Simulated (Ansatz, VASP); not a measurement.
# One calculation of NaF, two programs

```xyz
2
Lattice="0.0000 2.2972 2.2972 2.3207 0.0000 2.2972 2.3207 2.2972 0.0000" Properties=species:S:1:pos:R:3 pbc="T T T"
Na    0.0000    0.0000    0.0000
F     2.3207    2.2972    2.2972
```

Change from the starting cell: uniaxial_x strain +1.0%.

Alike in both runs: task single point; functional PBE; k mesh 10 × 10 × 10; occupations fermi-dirac, width 0.02 eV; no spin polarisation.

|  | VASP | Ansatz |
| --- | --- | --- |
| version | VASP 6.6.1 | Ansatz 0.2.0 |
| potentials or method | VASP PAW PBE potentials, release 64 (Na_pv, F) | plane waves, PAW |
| plane-wave cutoff (eV) | 520 | 420 |
| valence electrons in the cell | 14 | 16 |

Ansatz gave:

* gap on the k mesh at the Fermi level (eV): 6.40
* pressure (GPa): 3.0
* traceless stress, the component that is largest in VASP (GPa): -0.62

**Question.** What did VASP give for the same quantities?

**Answer.** gap on the k mesh at the Fermi level (eV): 6.38; pressure (GPa): 2.9; traceless stress, the component that is largest in VASP (GPa): -0.64.

With one functional, cell and mesh, what is left measures potentials, basis and numerics. VASP's potentials hold 14 valence electrons a cell and Ansatz's 16, so a difference there can come from the potentials and not from the codes.
